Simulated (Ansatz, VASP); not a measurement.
**One calculation of Ni, two programs**

```xyz
1
Lattice="0.0000 1.7590 1.7590 1.7590 0.0000 1.7590 1.7590 1.7590 0.0000" Properties=species:S:1:pos:R:3 pbc="T T T"
Ni    0.0000    0.0000    0.0000
```

Alike in both runs: functional PBE; k mesh 20 × 20 × 20; occupations gaussian, width 0.1 eV; collinear spin.

Ansatz relaxed the structure, and its values are those at the end. VASP's run is a single point on that final structure, the one shown.

```csv
,VASP,Ansatz
version,VASP 6.6.1,Ansatz 0.2.0
potentials or method,"VASP PAW PBE potentials, release 64 (Ni), cutoff 520 eV","scalar-relativistic, plane waves, PAW"
valence electrons in the cell,10,18
```

|  | VASP | Ansatz | Ansatz less VASP |
| --- | --- | --- | --- |
| gap on the k mesh at the Fermi level (eV) | none | none | - |
| pressure (GPa) | -0.1 | 0.0 | +0.11 |
| net moment per atom (μB) | 0.63 | 0.64 | +0.010 |
| size of the moment on the site where the two differ most (μB) | 0.64 | 0.68 | +0.038 |

Site moments also hang on the region over which each program counts them. A gap of «none» marks a metal or a gap that the smearing closes. VASP's potentials hold 10 valence electrons a cell and Ansatz's 18, so a difference there can come from the potentials and not from the codes.
